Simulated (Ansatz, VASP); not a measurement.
## Two plane-wave programs on TiSi2

INCAR

```
SYSTEM = TiSi2
  PREC = Accurate
  ENCUT = 600
  EDIFF = 1E-6
  ISMEAR = 0
  SIGMA = 0.1
  LREAL = .FALSE.
  LASPH = .TRUE.
  NELM = 100
  ALGO = Normal
  ISIF = 3
  LWAVE = .FALSE.
  LCHARG = .FALSE.
  GGA = PE
  IBRION = 2
  NSW = 90
  EDIFFG = -0.04
```

The input KPOINTS:

```
regular mesh
0
G
  4 4 4
  0 0 0
```

The input POSCAR:

```
TiSi2
1.0
    0.0000000000      3.4969723051      3.4969723051
    3.4969723051      0.0000000000      3.4969723051
    3.4969723051      3.4969723051      0.0000000000
Ti Si
2 4
Direct
    0.0000000000      0.0000000000      0.0000000000
    0.2500000000      0.2500000000      0.2500000000
    0.6250000000      0.6250000000      0.6250000000
    0.1250000000      0.6250000000      0.6250000000
    0.6250000000      0.6250000000      0.1250000000
    0.6250000000      0.1250000000      0.6250000000
```

Input for Ansatz:

```yaml
crystal:
  lattice:
    - [0.0, 3.4969723051, 3.4969723051]
    - [3.4969723051, 0.0, 3.4969723051]
    - [3.4969723051, 3.4969723051, 0.0]
  atoms:
    - { symbol: Ti, position: [0.0, 0.0, 0.0] }
    - { symbol: Ti, position: [0.25, 0.25, 0.25] }
    - { symbol: Si, position: [0.625, 0.625, 0.625] }
    - { symbol: Si, position: [0.125, 0.625, 0.625] }
    - { symbol: Si, position: [0.625, 0.625, 0.125] }
    - { symbol: Si, position: [0.625, 0.125, 0.625] }
basis:
  ecutwfc: 420
kpoints:
  mp_grid: { grid: [4, 4, 4] }
hamiltonian:
  xc: pbe
scf:
  occupations: { method: gaussian, width: 0.1 }
  lower_state_search: "off"
output:
  forces: true
  stress: true
  eigenvalues: true
relax:
  adjacent_minimum: "off"
  f_tol: 0.04
  max_steps: 70
  cell: { stress_tol: 0.4 }
```

Alike in both runs: task relaxation of cell and atoms; functional PBE; k mesh 4 × 4 × 4; occupations gaussian, width 0.1 eV; no spin polarisation.

|  | VASP | Ansatz |
| --- | --- | --- |
| version | VASP 6.6.1 | Ansatz 0.2.0 |
| potentials or method | VASP PAW PBE potentials, release 64 (Ti_sv, Si), cutoff 600 eV | scalar-relativistic, plane waves, PAW |
| valence electrons in the cell | 40 | 40 |

|  | VASP | Ansatz | Ansatz less VASP |
| --- | --- | --- | --- |
| gap on the k mesh at the Fermi level, each at its own relaxed structure (eV) | none | none | - |
| relaxed volume (Å³/atom) | 13.79 | 13.79 | +0.003 |
| relaxed cell length with the largest relative difference (Å) | 4.891 | 4.891 | +0.0003 |

A gap of «none» marks a metal or a gap that the smearing closes.

The k mesh is coarse, so the values compare programs but aren't converged.
